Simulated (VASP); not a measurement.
## Be4ZnTe: single point with PBE

The system is Be4ZnTe.

```
CELL_PARAMETERS angstrom
4.54490 0.00000 0.00000
-2.27245 3.93600 0.00000
0.00000 0.00000 6.09373
ATOMIC_POSITIONS crystal
Be 0.33333 0.66667 0.16551
Be 0.33333 0.66667 0.83449
Be 0.33333 0.66667 0.50000
Be 0.66667 0.33333 0.00000
Zn 0.66667 0.33333 0.50000
Te 0.00000 0.00000 0.50000
```

The cell was built from a structure type or drawn by symmetry, and may not be a known phase.

```
Program                : VASP 6.6.1
Task                   : single point
Functional             : PBE
Potentials or basis    : VASP PAW PBE potentials, release 64 (Be, Zn, Te)
Cutoff                 : 600 eV
k mesh                 : 5 × 5 × 3
Occupations            : gaussian, width 0.2 eV
Spin                   : no spin polarisation
Dipole correction      : no
Further INCAR settings : ALGO = Normal; EDIFF = 1e-06; NBANDS = 22
```

| Quantity | Value |
| --- | --- |
| Pressure | 0.1 GPa |
| Largest force | 0.021 eV/Å |
| Band gap on the k mesh | zero (bands 13 and 14 overlap by 0.54 eV) |

Forces in eV/Å, atoms in the order of the input:
```
Be   0.000  0.000 -0.021
Be   0.000  0.000  0.021
Be   0.000  0.000  0.000
Be   0.000  0.000  0.000
Zn   0.000  0.000  0.000
Te   0.000  0.000  0.000
```

Stress tensor (GPa, compression positive):
```
0.17 0.00 0.00
0.00 0.17 0.00
0.00 0.00 0.01
```

Levels at points of the mesh, in eV from the Fermi level:
| k point | band 11 | band 12 | band 13 | band 14 | band 15 | band 16 |
| --- | --- | --- | --- | --- | --- | --- |
| (0.00, 0.00, 0.00) | -2.12 | -0.67 | -0.67 | 0.93 | 1.24 | 2.38 |

It took 18 s on 1 thread of AMD EPYC 9R45 96-Core Processor (Zen 5), with other jobs on the host, peak memory 0.22 GiB.

Caveat: semilocal functionals underestimate gaps, so a narrow gap can read as zero; spin-orbit coupling is left out, which moves the levels of the heavy elements.
